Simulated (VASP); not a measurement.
A run of VASP 6.6.1 is set up as follows.

File INCAR:

```
ALGO = Normal
EDIFF = 1E-6
ENCUT = 520
GGA = PS
ISIF = 2
ISMEAR = 0
ISPIN = 2
LASPH = T
LCHARG = T
LELF = T
LMAXMIX = 4
LORBIT = 11
LREAL = F
LVHAR = T
LWAVE = F
MAGMOM = 2 0
NBANDS = 18
NELM = 150
PREC = Accurate
SIGMA = 0.1
```

Contents of KPOINTS:

```
k-points
0
Gamma
  12 12 12
```

File POSCAR:

```
CoO
1.0
   -1.5080000000      1.5080000000      2.1072475377
    1.5080000000     -1.5080000000      2.1072475377
    1.5080000000      1.5080000000     -2.1072475377
Co O
1 1
Direct
    0.0000000000      0.0000000000      0.0000000000
    0.5000000000      0.5000000000      0.0000000000
```

Potentials or basis: VASP PAW PBE potentials, release 64 (Co, O).

Command:

```console
$ cat potpaw_PBE.64/Co/POTCAR potpaw_PBE.64/O/POTCAR > POTCAR
$ mpirun -np 1 vasp_std > vasp.out
```

Task: Estimate the net moment.

Result: 2.93 μB per cell.

Task: What does it give for the site moments?

Result: Co +2.56; O +0.32 μB.

Task: Estimate the pressure.

Result: -9.8 GPa.

Stress tensor (GPa, compression positive):
```
-9.88  0.00  0.00
 0.00 -9.88  0.00
 0.00  0.00 -9.60
```

Caveat: the PAW data sets were made with another functional, which shifts forces and pressure a little; a cell with one magnetic atom can't hold antiferromagnetic order, which such compounds often take.
